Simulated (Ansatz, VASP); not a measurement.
**One calculation of Fe, two programs**

Contents of INCAR:

```
SYSTEM = Fe
ALGO     = Normal         ! electronic algorithm
EDIFF    = 1E-6           ! SCF threshold, eV
ENCUT    = 600            ! plane-wave cutoff, eV
GGA      = PE             ! functional
GGA_COMPAT= .False.      
ISIF     = 2              ! what is computed and relaxed
ISMEAR   = 0              ! smearing method
ISPIN    = 2              ! spin polarisation
LASPH    = .True.         ! aspherical terms in the spheres
LCHARG   = .False.        ! write CHGCAR
LMAXMIX  = 4              ! l up to which the mixer works
LORBIT   = 11             ! projections on sites
LREAL    = .False.        ! projectors in reciprocal space
LWAVE    = .False.        ! write WAVECAR
MAGMOM   = 2.44           ! initial moments
NBANDS   = 18             ! bands
NELM     = 200            ! most SCF steps
PREC     = Accurate       ! precision mode
SIGMA    = 0.15           ! smearing width, eV
```

File KPOINTS:

```
k-points
0
Gamma
  10 10 10
  0 0 0
```

POSCAR

```
Fe
1.0
   -1.5195513979      1.4157750842      1.4487626437
    1.5195513979     -1.4157750842      1.4487626437
    1.5195513979      1.4157750842     -1.4487626437
Fe
1
Direct
    0.0000000000      0.0000000000      0.0000000000
```

Input for Ansatz:

```yaml
crystal:
  lattice:
    - [-1.5195513979, 1.4157750842, 1.4487626437]
    - [1.5195513979, -1.4157750842, 1.4487626437]
    - [1.5195513979, 1.4157750842, -1.4487626437]
  atoms:
    - { symbol: Fe, position: [0.0, 0.0, 0.0], spin: 2.44 }
basis:
  ecutwfc: 520.0
kpoints:
  mp_grid: { grid: [10, 10, 10] }
hamiltonian:
  xc: pbe
scf:
  occupations: { method: gaussian, width: 0.15 }
output:
  forces: true
  stress: true
  eigenvalues: true
  populations: true
magnetization:
  spin_polarized: true
```

Change from the starting cell: normal strain along x +0.0733, normal strain along z +0.0233.

Alike in both runs: task single point; functional PBE; k mesh 10 × 10 × 10; occupations gaussian, width 0.15 eV; collinear spin.

```csv
,VASP,Ansatz
version,VASP 6.6.1,Ansatz 0.2.0
potentials or method,"VASP PAW PBE potentials, release 64 (Fe_sv), cutoff 600 eV","scalar-relativistic, plane waves, PAW"
valence electrons in the cell,16,16
```

Ansatz gave:

```
gap on the k mesh at the Fermi level (eV)                     : none
pressure (GPa)                                                : -13.7
traceless stress, the component that is largest in VASP (GPa) : 2.33
net moment per atom (μB)                                      : 2.33
size of the moment on the site where the two differ most (μB) : 2.40
```

Question: What did VASP give for the same quantities?

Answer: gap on the k mesh at the Fermi level (eV): none; pressure (GPa): -17.0; traceless stress, the component that is largest in VASP (GPa): 2.32; net moment per atom (μB): 2.33; size of the moment on the site where the two differ most (μB): 2.35.

Site moments also hang on the region over which each program counts them. A gap of «none» marks a metal or a gap that the smearing closes.
